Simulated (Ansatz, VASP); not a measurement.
Two plane-wave programs on SiC

```
Si C
1.0
     3.19837    0.00000    0.00000
    -1.59919    2.76987    0.00000
     0.00000    0.00000    5.01742
Si C
2 2
Cartesian
  0.0000 1.8466 -0.0111
  1.5992 0.9233 2.4976
  0.0000 1.8466 1.8926
  1.5992 0.9233 4.4013
```

Change from the starting cell: epitaxial_xy strain +4.0%.

Alike in both runs: task single point; functional r2SCAN; k mesh 12 × 12 × 6; no spin polarisation.

```csv
,VASP,Ansatz
version,VASP 6.6.1,Ansatz 0.2.0
potentials or method,"VASP PAW PBE potentials, release 64 (Si, C)","plane waves, PAW"
plane-wave cutoff (eV),520,500
occupations,"gaussian, width 0.01 eV",fixed
valence electrons in the cell,16,16
```

```tsv
	VASP	Ansatz	Ansatz less VASP
gap on the k mesh at the Fermi level (eV)	2.60	2.59	-0.002
pressure (GPa)	-14.3	-14.2	+0.12
traceless stress, the component that is largest in VASP (GPa)	14.25	14.16	-0.093
```

VASP's potentials were made for PBE, not for r2SCAN.
